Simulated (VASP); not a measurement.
# TiMoSe4: relaxation of cell and atoms with PBE

The system is TiMoSe4.

```xyz
6
Lattice="6.4106 0.0000 0.0000 0.0000 6.4106 0.0000 0.0000 0.0000 4.2356" Properties=species:S:1:pos:R:3 pbc="T T T"
Ti    0.0000    0.0000    2.1178
Mo    0.0000    0.0000    0.0000
Se    0.0000    3.2053    2.1178
Se    3.2053    0.0000    2.1178
Se    0.0000    3.2053    0.0000
Se    3.2053    0.0000    0.0000
```

The cell was built from a structure type or drawn by symmetry, and may not be a known phase.

| Quantity | Value |
| --- | --- |
| Program | VASP 6.6.1 |
| Task | relaxation of cell and atoms |
| Functional | PBE |
| Potentials or basis | VASP PAW PBE potentials, release 64 (Ti_sv, Mo_sv, Se) |
| Cutoff | 600 eV |
| k mesh | 2 × 2 × 3 |
| Occupations | gaussian, width 0.15 eV |
| Spin | collinear spin |
| Starting moments | [1.0, 1.0, 0.0, 0.0, 0.0, 0.0] μB |
| Dipole correction | no |
| Further INCAR settings | ALGO = Normal; EDIFF = 1e-07; IBRION = 2; EDIFFG = -0.08; NSW = 36; ISIF = 3 |

```
Relaxed volume                                        : 23.42 Å³/atom
Relaxed cell                                          : a = 5.030 Å, b = 5.030 Å, c = 5.553 Å, α = 90.00°, β = 90.00°, γ = 90.00°
Space group after relaxing (to 0.1 Å)                 : P4/mmm (No. 123)
Pressure after relaxing                               : 0.0 GPa
Band gap on the k mesh                                : zero (filled and empty bands overlap)
Net moment                                            : 0.00 μB per cell
Valence electrons inside the program's atomic spheres : Ti 10.21; Mo 12.36; Se 3.82, 3.79 (each value once)
```

Stress tensor (GPa, compression positive):
```
-0.19  0.00  0.00
 0.00 -0.19  0.00
 0.00  0.00  0.50
```

Final structure:
```
Ti Mo Se
1.0
     5.03008    0.00000    0.00000
     0.00000    5.03008    0.00000
     0.00000    0.00000    5.55329
Ti Mo Se
1 1 4
Cartesian
  5.0301 0.0000 2.7766
  0.0000 5.0301 5.5533
  0.0000 2.5150 2.7766
  2.5150 5.0301 2.7766
  5.0301 2.5150 0.0000
  2.5150 5.0301 5.5533
```

Levels at points of the mesh, in eV from the Fermi level:
Spin up:
```
           k point  band 20  band 21  band 22  band 23  band 24  band 25  band 26  band 27  band 28  band 29
(0.00, 0.00, 0.00)    -1.86    -1.86    -1.75    -1.75    -1.28     0.10     0.10     0.14     0.32     1.22
(0.50, 0.00, 0.00)    -2.26    -1.88    -1.82    -1.78    -0.91    -0.13     0.94     1.02     1.04     1.61
(0.50, 0.50, 0.00)    -3.12    -2.18    -0.81    -0.11    -0.11     0.93     1.05     1.05     1.09     1.48
```
Spin down:
```csv
k point,band 22,band 23,band 24,band 25,band 26,band 27
"(0.00, 0.00, 0.00)",-1.75,-1.75,-1.28,0.10,0.10,0.13
"(0.50, 0.00, 0.00)",-1.82,-1.78,-0.91,-0.13,0.93,1.02
"(0.50, 0.50, 0.00)",-0.81,-0.11,-0.11,0.93,1.05,1.05
```

Run time: 49 min on 1 thread of Intel(R) Xeon(R) 6975P-C (Granite Rapids) (shared host), peak memory 0.48 GiB.

Caveat: the k points lie up to 0.62 Å⁻¹ apart in the final cell, too coarse for converged energies and pressures of a metal; the volume moved by over 15 % at a fixed basis, so the end points are rough.
